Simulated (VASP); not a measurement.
Runs of VASP 6.6.1 on Ge. The structure is that of space group P6_3/mmc (No. 194), or close to it. The cells are those of the table. This isn't the form of Ge at room conditions, which is diamond.

| level | potentials or basis | cell | smearing | gap on the mesh (eV) | pressure (GPa) | largest force (eV/Å) |
| --- | --- | --- | --- | --- | --- | --- |
| PBE | VASP PAW PBE potentials, release 64 (Ge_d) | a = 3.998, b = 3.998, c = 6.599 Å, angles 90.0, 90.0, 120.0°, 4 atoms | gaussian 0.028 eV | 0.12 | 2.9 | 0.02 |
| LDA | VASP PAW LDA potentials, release 64 (Ge_d) | a = 4.024, b = 4.024, c = 6.643 Å, angles 90.0, 90.0, 120.0°, 4 atoms | fermi-dirac 0.05 eV | 0.11 | -3.0 | 0.01 |
| LDA | VASP PAW LDA potentials, release 64 (Ge_d) | a = 4.050, b = 4.050, c = 6.686 Å, angles 90.0, 90.0, 120.0°, 4 atoms | fermi-dirac 0.05 eV | - | (b) | 0.02 |
| PBEsol | VASP PAW PBE potentials, release 64 (Ge_d) | a = 4.050, b = 4.050, c = 6.686 Å, angles 90.0, 90.0, 120.0°, 4 atoms | fermi-dirac 0.05 eV | 0.11 | -2.5 | 0.01 |
| PBE | VASP PAW PBE potentials, release 64 (Ge_d) | a = 3.998, b = 3.998, c = 6.599 Å, angles 90.0, 90.0, 120.0°, 4 atoms | gaussian 0.021 eV | 0.12 | 2.9 | 0.02 |
| PBE | VASP PAW PBE potentials, release 64 (Ge_d) | a = 3.998, b = 3.998, c = 6.599 Å, angles 90.0, 90.0, 120.0°, 4 atoms | gaussian 0.027 eV | 0.12 | 2.9 | 0.02 |
| LDA | VASP PAW LDA potentials, release 64 (Ge_d) | a = 3.944, b = 3.944, c = 6.510 Å, angles 90.0, 90.0, 120.0°, 4 atoms | fermi-dirac 0.05 eV | none | (a) | 0.01 |
| LDA | VASP PAW LDA potentials, release 64 (Ge_d) | a = 4.076, b = 4.076, c = 6.729 Å, angles 90.0, 90.0, 120.0°, 4 atoms | fermi-dirac 0.05 eV | - | -5.0 | 0.03 |

Alike in all rows: task single point; no spin polarisation; k mesh 8 × 8 × 4; cutoff (eV) 520.

Problem. Estimate the missing entries.

Solution. (a) 1.0; (b) -4.0.

Caveats: the cell stands under tension (at least some runs); the PAW data sets were made with another functional, which shifts forces and pressure a little (at least some runs); semilocal functionals underestimate gaps, so a narrow gap can read as zero (at least some runs).

A k mesh can miss the band edges, and the runs leave out spin-orbit coupling on Ge.

A gap of «none» marks levels without a gap at the run's occupations.
